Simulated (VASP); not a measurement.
# Ga (Cmce) in VASP: single point with PBE

Aim: the single point of Ga with PBE.

Program: VASP 6.6.1. These are calculated values, not measurements. Logs are shortened: lines on timing, memory, paths and dates and some standing lists are left out, and cuts for length are marked.

### 1 The cell of the first run

Symmetry: Cmce, No. 64, orthorhombic system. Conventional cell: a = 4.578 Å, b = 7.718 Å, c = 4.599 Å, α = 90.00°, β = 90.00°, γ = 90.00°. Ga (site symmetry m) has 7 Ga at 2.53 to 2.81 Å within 3.3 Å.

### 2 Single point, PBE

INCAR

```
PREC = Accurate ; ENCUT = 520
EDIFF = 1E-6 ; ISMEAR = 0
SIGMA = 0.05 ; LREAL = F
LASPH = T ; NELM = 80
ALGO = Normal ; ISIF = 2
LWAVE = F ; LCHARG = T
GGA = PE ; LELF = T
LVHAR = T ; NBANDS = 34
```

KPOINTS

```
regular mesh
0
Gamma
  6 6 4
```

POSCAR

```
Ga
1.0
    2.2892110128     -3.8587945393      0.0000000000
    2.2892110128      3.8587945393      0.0000000000
    0.0000000000      0.0000000000      4.5985768780
Ga
4
Direct
    0.8436635224      0.1563364776      0.0835683134
    0.6563364776      0.3436635224      0.5835683134
    0.1563364776      0.8436635224      0.9164316866
    0.3436635224      0.6563364776      0.4164316866
```

Potentials or basis: VASP PAW PBE potentials, release 64 (Ga_d).

Run with:

```bash
$ cat potpaw_PBE.64/Ga_d/POTCAR > POTCAR
$ mpirun -np 1 vasp_std > vasp.out
```

OUTCAR:

```text
PREC = Accurate
   ENCUT = 520
   EDIFF = 1E-6
   ISMEAR = 0
   LREAL = F
   LASPH = T
   NELM = 80
   ISIF = 2
   GGA = PE

 ion  position               nearest neighbor table
   1  0.844  0.156  0.084-   3 2.53   2 2.72   2 2.72   4 2.75   4 2.75   3 2.81   3 2.81
   2  0.656  0.344  0.584-   4 2.53   1 2.72   1 2.72   3 2.75   3 2.75   4 2.81   4 2.81
   3  0.156  0.844  0.916-   1 2.53   4 2.72   4 2.72   2 2.75   2 2.75   1 2.81   1 2.81
   4  0.344  0.656  0.416-   2 2.53   3 2.72   3 2.72   1 2.75   1 2.75   2 2.81   2 2.81

  LATTYP: Found a base centered orthorhombic cell.
 ALAT       =     4.5784220256
 B/A-ratio  =     1.6856438824
 C/A-ratio  =     1.0044021395

  Lattice vectors:

 A1 = (   2.2892110128,  -3.8587945393,   0.0000000000)
 A2 = (   2.2892110128,   3.8587945393,   0.0000000000)
 A3 = (   0.0000000000,   0.0000000000,   4.5985768780)

Analysis of symmetry for initial positions (statically):
=====================================================================
 Subroutine PRICEL returns:
 Original cell was already a primitive cell.

 Routine SETGRP: Setting up the symmetry group for a
 base centered orthorhombic supercell.

 Subroutine GETGRP returns: Found  8 space group operations
 (whereof  4 operations were pure point group operations)
 out of a pool of  8 trial point group operations.

The static configuration has the point symmetry C_2h.
 The point group associated with its full space group is D_2h.

Analysis of symmetry for dynamics (positions and initial velocities):
=====================================================================
 Subroutine PRICEL returns:
 Original cell was already a primitive cell.

 Routine SETGRP: Setting up the symmetry group for a
 base centered orthorhombic supercell.

 Subroutine GETGRP returns: Found  8 space group operations
 (whereof  4 operations were pure point group operations)
 out of a pool of  8 trial point group operations.

The dynamic configuration has the point symmetry C_2h.
 The point group associated with its full space group is D_2h.

 Subroutine INISYM returns: Found  8 space group operations
 (whereof  4 operations are pure point group operations),
 and found     1 'primitive' translations

----------------------------------------------------------------------------------------

                                     Primitive cell

  volume of cell :      81.2439

  direct lattice vectors                    reciprocal lattice vectors
[... 92 lines left out ...]
   LREAL  =      F    real-space projection
   EDIFFG = 0.1E-04   stopping-criterion for IOM
   NSW    =      0    number of steps for IOM
   IBRION =     -1    ionic relax: 0-MD 1-quasi-New 2-CG
   NFREE  =      0    steps in history (QN), initial steepest desc. (CG)
   ISIF   =      2    stress and relaxation
   ISYM   =      2    0-nonsym 1-usesym 2-fastsym
   POTIM  = 0.5000    time-step for ionic-motion
   TEBEG  =    0.0;   TEEND  =   0.0 temperature during run
   PSTRESS=    0.0 pullay stress
   NELECT =      52.0000    total number of electrons
   NUPDOWN=      -1.0000    fix difference up-down
   EMIN   =  10.00;   EMAX   =-10.00  energy-range for DOS
   EFERMI =   0.00;   METHOD = LEGACY
   ISMEAR =     0;   SIGMA  =   0.05  broadening in eV -4-tet -1-fermi 0-gaus
   EFERMI_NEDOS =   21; number of points for ismear=-14 and -15
   IALGO  =     38    algorithm
   IMIX   =      4    mixing-type and parameters
     AMIX     =   0.40;   BMIX     =  1.00
     AMIX_MAG =   1.60;   BMIX_MAG =  1.00
  volume/ion in A,a.u.               =      20.31       137.07
  Fermi-wavevector in a.u.,A,eV,Ry     =   1.410844  2.666108 27.082132  1.990481
  Thomas-Fermi vector in A             =   2.532756
   LORBIT       =      0    0 simple, 1 ext, 2 COOP (PROOUT), +10 PAW based schemes
   GGA     = PE    functional components
   LHFCALC =     F    Hartree Fock is set to
   AEXX    =    0.0000 exact exchange contribution
   IVDW    =     0    specifies the selected vdW correction
   LEPSILON=     F    determine dielectric tensor
   LRPA    =     F    only Hartree local field effects (RPA)
 non-spin polarized calculation
 Gauss-broadening in eV      SIGMA  =   0.05
  energy-cutoff  :      520.00
  volume of cell :       81.24
 maximum number of plane-waves:      2214
 NGX is ok and might be reduce to    36
   NGX = 17   NGY = 17   NGZ = 17

 number of electron      52.0000011 magnetization

 Free energy of the ion-electron system (eV)
  ---------------------------------------------------
  ext. energy  EPLUGINS =         0.00000000
  ---------------------------------------------------
  free energy    TOTEN  =       -11.68519134 eV

  energy without entropy =      -11.68377284  energy(sigma->0) =      -11.68448209

 E-fermi :   4.6202     XC(G=0): -10.4702

 val. band max:        4.5969938679   @ k =   0.1667   0.1667   0.0000
 cond. band min:       4.7384426937   @ k =   0.0000   0.0000   0.5000
 fundamental gap:      0.1414488258
 Fermi energy:         4.6201908343

 k-point     1 :       0.0000    0.0000    0.0000
  band No.  band energies     occupation
      1     -10.3781      2.00000
      2     -10.3711      2.00000
      3     -10.3454      2.00000
      4     -10.3303      2.00000
      5     -10.3094      2.00000
      6     -10.2879      2.00000
[... 877 lines left out ...]
     33      12.2250      0.00000
     34      13.1685      0.00000

 [... further k-points ...]

------------------------ aborting loop because EDIFF is reached ----------------------------------------

  FORCE on cell =-STRESS in cart. coord.  units (eV):
  Direction    XX          YY          ZZ          XY          YZ          ZX
  --------------------------------------------------------------------------------------
  -------------------------------------------------------------------------------------
  Total        0.0148384      0.1063584      0.0526544      0.0000000      0.0000000      0.0000000
  in kB        0.2926210      2.0974490      1.0383762      0.0000000      0.0000000      0.0000000
  external PRESSURE =       1.1428154 kB  Pullay stress =       0.0000000 kB

 VOLUME and BASIS-vectors are now :
 -----------------------------------------------------------------------------
  energy-cutoff  :      520.00
  volume of cell :       81.24
      direct lattice vectors                 reciprocal lattice vectors
     2.289211013 -3.858794539  0.000000000     0.218415863 -0.129574144  0.000000000
     2.289211013  3.858794539  0.000000000     0.218415863  0.129574144  0.000000000
     0.000000000  0.000000000  4.598576878     0.000000000  0.000000000  0.217458580

 POSITION                                       TOTAL-FORCE (eV/Angst)
 -----------------------------------------------------------------------------------
      2.28921     -2.65225      0.38430         0.000000      0.000749      0.004619
      2.28921     -1.20654      2.68358         0.000000     -0.000749      0.004619
      2.28921      2.65225      4.21428         0.000000     -0.000749     -0.004619
      2.28921      1.20654      1.91499         0.000000      0.000749     -0.004619
 -----------------------------------------------------------------------------------
    total drift:                               -0.000000     -0.000000     -0.000000

  FREE ENERGIE OF THE ION-ELECTRON SYSTEM (eV)
  ---------------------------------------------------
  free  energy   TOTEN  =       -11.6851913360 eV

  energy  without entropy=      -11.6837728357  energy(sigma->0) =      -11.68448209
```

OSZICAR:

```text
N       E                     dE             d eps       ncg     rms          rms(c)
DAV:   1     0.352628860572E+03    0.35263E+03   -0.25564E+04  2740   0.286E+03
DAV:   2     0.316102356892E+02   -0.32102E+03   -0.31331E+03  2708   0.522E+02
DAV:   3    -0.104377955935E+02   -0.42048E+02   -0.41617E+02  3078   0.150E+02
DAV:   4    -0.117421407319E+02   -0.13043E+01   -0.13001E+01  3024   0.294E+01
DAV:   5    -0.117694766778E+02   -0.27336E-01   -0.27330E-01  3362   0.440E+00    0.237E+00
DAV:   6    -0.116986695641E+02    0.70807E-01   -0.18563E-01  3324   0.570E+00    0.131E+00
DAV:   7    -0.116858641945E+02    0.12805E-01   -0.53089E-02  3804   0.246E+00    0.302E-01
DAV:   8    -0.116850170940E+02    0.84710E-03   -0.12664E-02  2844   0.122E+00    0.448E-02
DAV:   9    -0.116851802533E+02   -0.16316E-03   -0.98292E-04  2910   0.313E-01    0.243E-02
DAV:  10    -0.116851906944E+02   -0.10441E-04   -0.18970E-04  3196   0.144E-01    0.480E-03
DAV:  11    -0.116851915389E+02   -0.84452E-06   -0.29355E-05  2976   0.616E-02    0.390E-03
DAV:  12    -0.116851913360E+02    0.20289E-06   -0.65759E-06  2960   0.275E-02
   1 F= -.11685191E+02 E0= -.11684482E+02  d E =-.141850E-02
```

stdout:

```text
POSCAR found type information on POSCAR Ga
 POSCAR found :  1 types and       4 ions
 scaLAPACK will be used
 LDA part: xc-table for (Slater+PW92), standard interpolation
 POSCAR, INCAR and KPOINTS ok, starting setup
 FFT: planning ... GRIDC
 FFT: planning ... GRID_SOFT
 FFT: planning ... GRID
 WAVECAR not read
 entering main loop
```

Wall time 3.5 min (1 thread of Intel Xeon 6975P-C, shared host); peak memory 0.21 GiB.

What came out:

```yaml
Free_energy: -11.6852 eV
Pressure: 0.1 GPa
Largest_force: 0.005 eV/Å
Band_gap_on_the_k_mesh: zero (band 26 reaches 4.91 eV, above the bottom of band 27 at 3.77 eV)
```

Forces on the atoms (eV/Å):
```
Ga   0.000  0.001  0.005
Ga   0.000 -0.001  0.005
Ga   0.000 -0.001 -0.005
Ga   0.000  0.001 -0.005
```

Levels at points of the mesh, in eV from the Fermi level:
```csv
k point,band 24,band 25,band 26,band 27,band 28,band 29
"(0.00, 0.00, 0.00)",-1.75,-1.54,-0.51,1.01,1.05,1.23
"(0.50, 0.00, 0.00)",-3.30,-1.22,-1.22,0.80,0.80,4.09
"(0.50, 0.50, 0.00)",-3.04,-1.72,-1.39,1.19,1.34,3.22
"(0.00, 0.00, 0.50)",-0.24,0.12,0.12,0.20,0.20,2.14
"(0.50, 0.00, 0.50)",-6.01,-1.32,-1.32,0.64,0.64,7.00
"(0.50, 0.50, 0.50)",-5.13,-1.11,-1.11,-0.85,-0.85,6.48
```
